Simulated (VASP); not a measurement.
# CoO (I4/mmm) in VASP: notebook

Runs on CoO. Level: PBE. Tasks: single point.

Program: VASP 6.6.1. These are calculated values, not measurements. Logs are shortened: lines on timing, memory, paths and dates and some standing lists are left out, and cuts for length are marked.

## (1) The cell of the first run

It takes space group I4/mmm (No. 139, tetragonal). The conventional cell has a = 3.384 Å, b = 3.384 Å, c = 3.383 Å, α = 90.00°, β = 90.00°, γ = 90.00°. Within 2.2 Å of Co (site symmetry 4/mmm) lie 2 O at 1.69 Å. Within 2.2 Å of O (site symmetry 4/mmm) lie 2 Co at 1.69 Å.

## (2) Single point, PBE, collinear spin, ferromagnetic start

INCAR

```
SYSTEM = CoO
ALGO = Normal
EDIFF = 1E-7
ENCUT = 520
GGA = PE
ISIF = 2
ISMEAR = 0
ISPIN = 2
LASPH = .True.
LCHARG = .False.
LMAXMIX = 4
LORBIT = 11
LREAL = .False.
LWAVE = .False.
MAGMOM = 2.73 0.34
NBANDS = 18
NELM = 150
PREC = Accurate
SIGMA = 0.15
```

KPOINTS

```
k-points
0
Gamma
  22 22 22
  0 0 0
```

POSCAR

```
CoO
1.0
    0.0000000000      2.3926483011      1.6916023489
    2.3926483011      0.0000000000      1.6916023489
    2.3926483011      2.3926483011      0.0000000000
Co O
1 1
Direct
    0.0000000000      0.0000000000      0.0000000000
    0.5000000000      0.5000000000      0.5000000000
```

Potentials or basis: VASP PAW PBE potentials, release 64 (Co, O).

Launch:

```bash
$ cat potpaw_PBE.64/Co/POTCAR potpaw_PBE.64/O/POTCAR > POTCAR
$ mpirun -np 1 vasp_std > vasp.out
```

OUTCAR:

```text
SYSTEM = CoO
   EDIFF = 1E-7
   ENCUT = 520
   GGA = PE
   ISIF = 2
   ISMEAR = 0
   ISPIN = 2
   LASPH = .True.
   LORBIT = 11
   LREAL = .False.
   NELM = 150
   PREC = Accurate

 ion  position               nearest neighbor table
   1  0.000  0.000  0.000-   2 1.69   2 1.69   2 2.39   2 2.39   2 2.39   2 2.39
   2  0.500  0.500  0.500-   1 1.69   1 1.69   1 2.39   1 2.39   1 2.39   1 2.39

  LATTYP: Found a body centered tetragonal cell.
 ALAT       =     3.3837156774
 C/A-ratio  =     0.9998489886

  Lattice vectors:

 A1 = (   0.0000000000,  -2.3926483011,  -1.6916023489)
 A2 = (   0.0000000000,   2.3926483011,  -1.6916023489)
 A3 = (   2.3926483011,   0.0000000000,   1.6916023489)

Analysis of symmetry for initial positions (statically):
=====================================================================
 Subroutine PRICEL returns:
 Original cell was already a primitive cell.

 Routine SETGRP: Setting up the symmetry group for a
 body centered tetragonal supercell.

 Subroutine GETGRP returns: Found 16 space group operations
 (whereof 16 operations were pure point group operations)
 out of a pool of 16 trial point group operations.

The static configuration has the point symmetry D_4h.

Analysis of symmetry for dynamics (positions and initial velocities):
=====================================================================
 Subroutine PRICEL returns:
 Original cell was already a primitive cell.

 Routine SETGRP: Setting up the symmetry group for a
 body centered tetragonal supercell.

 Subroutine GETGRP returns: Found 16 space group operations
 (whereof 16 operations were pure point group operations)
 out of a pool of 16 trial point group operations.

The dynamic configuration has the point symmetry D_4h.

Analysis of structural, dynamic, and magnetic symmetry:
=====================================================================
 Subroutine PRICEL returns:
 Original cell was already a primitive cell.

 Routine SETGRP: Setting up the symmetry group for a
 body centered tetragonal supercell.

 Subroutine GETGRP returns: Found 16 space group operations
 (whereof 16 operations were pure point group operations)
 out of a pool of 16 trial point group operations.

The overall configuration has the point symmetry D_4h.

 Subroutine INISYM returns: Found 16 space group operations
 (whereof 16 operations are pure point group operations),
 and found     1 'primitive' translations

----------------------------------------------------------------------------------------

                                     Primitive cell

  volume of cell :      19.3681

  direct lattice vectors                    reciprocal lattice vectors
     0.000000000  2.392648301  1.691602349    -0.208973462  0.208973462  0.295577740
     2.392648301  0.000000000  1.691602349     0.208973462 -0.208973462  0.295577740
     2.392648301  2.392648301  0.000000000     0.208973462  0.208973462 -0.295577740

  length of vectors
     2.930236236  2.930236236  3.383715677     0.417978488  0.417978488  0.417978488

  position of ions in fractional coordinates (direct lattice)
     0.000000000  0.000000000  0.000000000
     0.500000000  0.500000000  0.500000000

  ion indices of the primitive-cell ions
   primitive index   ion index
                 1           1
                 2           2

----------------------------------------------------------------------------------------

 KPOINTS: k-points

Automatic generation of k-mesh.
 Grid dimensions read from file:
 generate k-points for:   22   22   22

 Generating k-lattice:

  Cartesian coordinates                     Fractional coordinates (reciprocal lattice)
    -0.009498794  0.009498794  0.013435352     0.045454545  0.000000000  0.000000000
     0.009498794 -0.009498794  0.013435352     0.000000000  0.045454545  0.000000000
     0.009498794  0.009498794 -0.013435352     0.000000000  0.000000000  0.045454545

  Length of vectors
     0.018999022  0.018999022  0.018999022

  Shift w.r.t. Gamma in fractional coordinates (k-lattice)
     0.000000000  0.000000000  0.000000000

 Subroutine IBZKPT returns following result:
 ===========================================

 Found    834 irreducible k-points:

 Following reciprocal coordinates:
            Coordinates               Weight
  0.000000  0.000000  0.000000      1.000000
  0.045455 -0.000000  0.000000      8.000000
  0.090909 -0.000000  0.000000      8.000000
  0.136364  0.000000  0.000000      8.000000
  0.181818 -0.000000  0.000000      8.000000
  0.227273 -0.000000  0.000000      8.000000
[... 16 lines left out ...]
  0.500000  0.045455  0.000000      8.000000
 -0.454545  0.045455  0.000000      8.000000
 [... further k-points ...]
   k-points           NKPTS =    834   k-points in BZ     NKDIM =    834   number of bands    NBANDS=     18
   number of dos      NEDOS =    301   number of ions     NIONS =      2
   total plane-waves  NPLWV =  16128
   dimension x,y,z NGX =    24 NGY =   24 NGZ =   28
   dimension x,y,z NGXF=    48 NGYF=   48 NGZF=   56
   ions per type =               1   1
   NGX,Y,Z   is equivalent  to a cutoff of  13.62, 13.62, 13.76 a.u.
   NGXF,Y,Z  is equivalent  to a cutoff of  27.23, 27.23, 27.51 a.u.
 SYSTEM =  CoO
   PREC   = accura    normal or accurate (medium, high low for compatibility)
   ISTART =      0    job   : 0-new  1-cont  2-samecut
   ICHARG =      2    charge: 1-file 2-atom 10-const
   ISPIN  =      2    spin polarized calculation?
   LNONCOLLINEAR =      F non collinear calculations
   LSORBIT =      F    spin-orbit coupling
   LASPH  =      T    aspherical Exc in radial PAW
   ENCUT  =  520.0 eV  38.22 Ry    6.18 a.u.   5.45  5.45  6.29*2*pi/ulx,y,z
   NELM   =    150;   NELMIN=  2; NELMDL= -5     # of ELM steps
   EDIFF  = 0.1E-06   stopping-criterion for ELM
   LREAL  =      F    real-space projection
   EDIFFG = 0.1E-05   stopping-criterion for IOM
   NSW    =      0    number of steps for IOM
   IBRION =     -1    ionic relax: 0-MD 1-quasi-New 2-CG
   NFREE  =      0    steps in history (QN), initial steepest desc. (CG)
   ISIF   =      2    stress and relaxation
   ISYM   =      2    0-nonsym 1-usesym 2-fastsym
   POTIM  = 0.5000    time-step for ionic-motion
   TEBEG  =    0.0;   TEEND  =   0.0 temperature during run
   PSTRESS=    0.0 pullay stress
   NELECT =      15.0000    total number of electrons
   NUPDOWN=      -1.0000    fix difference up-down
   EMIN   =  10.00;   EMAX   =-10.00  energy-range for DOS
   EFERMI =   0.00;   METHOD = LEGACY
   ISMEAR =     0;   SIGMA  =   0.15  broadening in eV -4-tet -1-fermi 0-gaus
   EFERMI_NEDOS =   21; number of points for ismear=-14 and -15
   IALGO  =     38    algorithm
   IMIX   =      4    mixing-type and parameters
     AMIX     =   0.40;   BMIX     =  1.00
     AMIX_MAG =   1.60;   BMIX_MAG =  1.00
  volume/ion in A,a.u.               =       9.68        65.35
  Fermi-wavevector in a.u.,A,eV,Ry     =   1.503407  2.841027 30.752334  2.260233
  Thomas-Fermi vector in A             =   2.614521
   LORBIT       =     11    0 simple, 1 ext, 2 COOP (PROOUT), +10 PAW based schemes
   GGA     = PE    functional components
   LHFCALC =     F    Hartree Fock is set to
   AEXX    =    0.0000 exact exchange contribution
   IVDW    =     0    specifies the selected vdW correction
   LEPSILON=     F    determine dielectric tensor
   LRPA    =     F    only Hartree local field effects (RPA)
 spin polarized calculation
 Gauss-broadening in eV      SIGMA  =   0.15
  energy-cutoff  :      520.00
  volume of cell :       19.37
 maximum number of plane-waves:       539
 NGX is ok and might be reduce to    24

 number of electron      14.9999999 magnetization       2.4993701

 Free energy of the ion-electron system (eV)
  ---------------------------------------------------
  ext. energy  EPLUGINS =         0.00000000
  ---------------------------------------------------
  free energy    TOTEN  =       -12.35231939 eV

  energy without entropy =      -12.33230269  energy(sigma->0) =      -12.34231104

 E-fermi :   8.0607     XC(G=0): -12.2488

 val. band max:        8.0604521669   @ k =  -0.3182   0.0000   0.0455
 cond. band min:       8.0620366399   @ k =  -0.3636   0.1818   0.0455
 fundamental gap:      0.0015844730
 Fermi energy:         8.0607206978

 spin component 1

 k-point     1 :       0.0000    0.0000    0.0000
  band No.  band energies     occupation
      1     -13.3912      1.00000
      2       3.4272      1.00000
      3       3.8378      1.00000
      4       4.1807      1.00000
      5       4.1807      1.00000
      6       4.4969      1.00000
[... 10 lines left out ...]
     17      27.7740      0.00000
     18      34.5239      0.00000
[... 463 lines left out ...]
 k-point    24 :      -0.4545    0.0455    0.0000
  band No.  band energies     occupation
      1     -11.9215      1.00000
      2      -1.1925      1.00000
      3       0.5052      1.00000
      4       1.2273      1.00000
      5       5.7189      1.00000
      6       6.0204      1.00000
[... 10 lines left out ...]
     17      37.1431      0.00000
     18      38.9948      0.00000

 [... further k-points ...]

 spin component 2

 k-point     1 :       0.0000    0.0000    0.0000
  band No.  band energies     occupation
      1     -12.8851      1.00000
      2       3.7353      1.00000
      3       4.8493      1.00000
      4       4.8493      1.00000
      5       5.4865      1.00000
      6       6.5091      1.00000
[... 10 lines left out ...]
     17      27.9729      0.00000
     18      35.2554      0.00000
[... 463 lines left out ...]
 k-point    24 :      -0.4545    0.0455    0.0000
  band No.  band energies     occupation
      1     -11.3823      1.00000
      2      -0.6065      1.00000
      3       1.4817      1.00000
      4       2.2908      1.00000
      5       7.3401      1.00000
      6       8.4895      0.00003
[... 10 lines left out ...]
     17      37.6064      0.00000
     18      39.3537      0.00000

 [... further k-points ...]

------------------------ aborting loop because EDIFF is reached ----------------------------------------

  FORCE on cell =-STRESS in cart. coord.  units (eV):
  Direction    XX          YY          ZZ          XY          YZ          ZX
  --------------------------------------------------------------------------------------
  -------------------------------------------------------------------------------------
  Total        1.0208114      1.0208114     12.0482837      0.0000000      0.0000000      0.0000000
  in kB       84.4442526     84.4442526    996.6662720      0.0000000      0.0000000      0.0000000
  external PRESSURE =     388.5182591 kB  Pullay stress =       0.0000000 kB

 VOLUME and BASIS-vectors are now :
 -----------------------------------------------------------------------------
  energy-cutoff  :      520.00
  volume of cell :       19.37
      direct lattice vectors                 reciprocal lattice vectors
     0.000000000  2.392648301  1.691602349    -0.208973462  0.208973462  0.295577740
     2.392648301  0.000000000  1.691602349     0.208973462 -0.208973462  0.295577740
     2.392648301  2.392648301  0.000000000     0.208973462  0.208973462 -0.295577740

 POSITION                                       TOTAL-FORCE (eV/Angst)
 -----------------------------------------------------------------------------------
      0.00000      0.00000      0.00000         0.000000     -0.000000      0.000000
      2.39265      2.39265      1.69160        -0.000000      0.000000      0.000000
 -----------------------------------------------------------------------------------
    total drift:                                0.000000     -0.000000      0.000000

  FREE ENERGIE OF THE ION-ELECTRON SYSTEM (eV)
  ---------------------------------------------------
  free  energy   TOTEN  =       -12.3523193906 eV

  energy  without entropy=      -12.3323026857  energy(sigma->0) =      -12.34231104

 total charge

# of ion       s       p       d       tot
------------------------------------------
    1        0.438   0.584   7.365   8.387
    2        1.577   3.498   0.000   5.076
--------------------------------------------------
tot          2.015   4.082   7.365  13.462

 magnetization (x)

# of ion       s       p       d       tot
------------------------------------------
    1        0.057   0.013   2.072   2.141
    2        0.016   0.266   0.000   0.282
--------------------------------------------------
tot          0.072   0.279   2.072   2.423
```

It took 4.9 min on 1 thread of Intel Xeon 6975P-C (Granite Rapids), shared host; peak memory 0.52 GiB.

Results:

```yaml
Free_energy: -12.3523 eV
Pressure: 38.9 GPa
Net_moment: 2.50 μB per cell
Site_moments: Co +2.14; O +0.28 μB
Valence_electrons_inside_the_program's_atomic_spheres: Co 8.39; O 5.08
```

Stress tensor (GPa, compression positive):
```
 8.44  0.00  0.00
 0.00  8.44  0.00
 0.00  0.00 99.67
```

Levels at points of the mesh, in eV from the Fermi level:
Spin up:
```csv
k point,band 5,band 6,band 7,band 8,band 9,band 10,band 11,band 12,band 13,band 14
"(0.00, 0.00, 0.00)",-3.88,-3.56,-3.56,-3.38,-1.81,2.90,18.35,18.35,18.41,18.94
"(0.50, 0.00, 0.00)",-2.32,-2.02,-1.13,-0.21,0.90,4.49,10.14,10.25,18.88,19.50
"(0.50, 0.50, 0.00)",-3.51,-2.51,-2.51,-2.33,-1.42,7.99,9.21,12.53,12.94,12.94
"(0.50, 0.00, 0.50)",-3.99,-3.25,-2.40,-1.76,-1.75,7.22,7.69,14.27,15.19,19.40
```
Spin down:
```csv
k point,band 2,band 3,band 4,band 5,band 6,band 7,band 8,band 9,band 10,band 11
"(0.00, 0.00, 0.00)",-4.33,-3.21,-3.21,-2.57,-1.55,-1.55,-0.60,-0.56,4.17,18.31
"(0.50, 0.00, 0.00)",-8.88,-6.63,-5.83,-0.71,0.49,0.96,1.82,2.64,4.75,10.79
"(0.50, 0.50, 0.00)",-6.18,-5.39,-5.39,-2.55,-0.28,-0.28,0.74,1.03,8.77,9.61
"(0.50, 0.00, 0.50)",-7.24,-5.08,-3.36,-2.12,-0.73,-0.49,-0.14,0.99,8.17,8.21
```

Caveat: the cell stands under pressure; a cell with one magnetic atom can't hold antiferromagnetic order, which such compounds often take; semilocal functionals often make such compounds metallic where correlation or magnetic order opens a gap, which also shifts bond lengths.

## (3) Single point, PBE, collinear spin, ferromagnetic start

This run uses another cell than the first one, of the same volume but with other edges.

INCAR

```
ALGO = Normal
EDIFF = 1E-6
ENCUT = 520
GGA = PE
ISIF = 2
ISMEAR = 0
ISPIN = 2
LASPH = True
LCHARG = True
LELF = True
LMAXMIX = 4
LORBIT = 11
LREAL = False
LVHAR = True
LWAVE = False
MAGMOM = 2.73 0.34
NBANDS = 18
NELM = 150
PREC = Accurate
SIGMA = 0.15
```

KPOINTS

```
k-points
0
Gamma
  22 22 22
```

POSCAR

```
CoO
1.0
    0.0000000000      2.3155480781      1.8061275009
    2.3155480781      0.0000000000      1.8061275009
    2.3155480781      2.3155480781      0.0000000000
Co O
1 1
Direct
    0.0000000000      0.0000000000      0.0000000000
    0.5000000000      0.5000000000      0.5000000000
```

Potentials or basis: VASP PAW PBE potentials, release 64 (Co, O).

Launch:

```bash
$ cat potpaw_PBE.64/Co/POTCAR potpaw_PBE.64/O/POTCAR > POTCAR
$ mpirun -np 1 vasp_std > vasp.out
```

Run time: 3.3 min. Hardware: 1 thread of Intel Xeon 6975P-C (Granite Rapids), shared host; peak memory 0.51 GiB.

It converged, with:

| Quantity | Value |
| --- | --- |
| Free energy | -12.8411 eV |
| Pressure | 16.6 GPa |
| Net moment | 2.69 μB per cell |
| Site moments | Co +2.33; O +0.30 μB |
| Valence electrons inside the program's atomic spheres | Co 8.08; O 5.02 |

Stress tensor (GPa, compression positive):
```
 3.95  0.00  0.00
 0.00  3.95  0.00
 0.00  0.00 41.93
```

Levels at points of the mesh, in eV from the Fermi level:
Spin up:
```csv
k point,band 5,band 6,band 7,band 8,band 9,band 10,band 11,band 12,band 13,band 14
"(0.00, 0.00, 0.00)",-3.56,-3.56,-3.56,-3.43,-2.09,1.91,17.55,18.54,18.54,18.86
"(0.50, 0.00, 0.00)",-2.41,-2.13,-1.53,-0.50,0.67,4.61,9.61,10.89,17.55,19.78
"(0.50, 0.50, 0.00)",-3.58,-2.61,-2.45,-2.45,-1.91,6.83,9.80,11.66,13.63,13.63
"(0.50, 0.00, 0.50)",-3.93,-3.20,-2.34,-2.11,-1.81,6.45,8.29,13.17,14.95,18.47
```
Spin down:
```
           k point  band 3  band 4  band 5  band 6  band 7  band 8  band 9  band 10
(0.00, 0.00, 0.00)   -2.88   -2.88   -1.70   -1.46   -1.46   -0.75   -0.33     3.10
(0.50, 0.00, 0.00)   -5.92   -5.25   -0.64    0.36    0.58    1.84    2.76     4.88
(0.50, 0.50, 0.00)   -4.89   -4.89   -2.53   -0.09   -0.09    0.74    0.91     7.64
(0.50, 0.00, 0.50)   -4.86   -3.28   -2.20   -0.42   -0.26    0.04    0.97     7.37
```

Caveat: the cell stands under pressure; a cell with one magnetic atom can't hold antiferromagnetic order, which such compounds often take; semilocal functionals often make such compounds metallic where correlation or magnetic order opens a gap, which also shifts bond lengths.
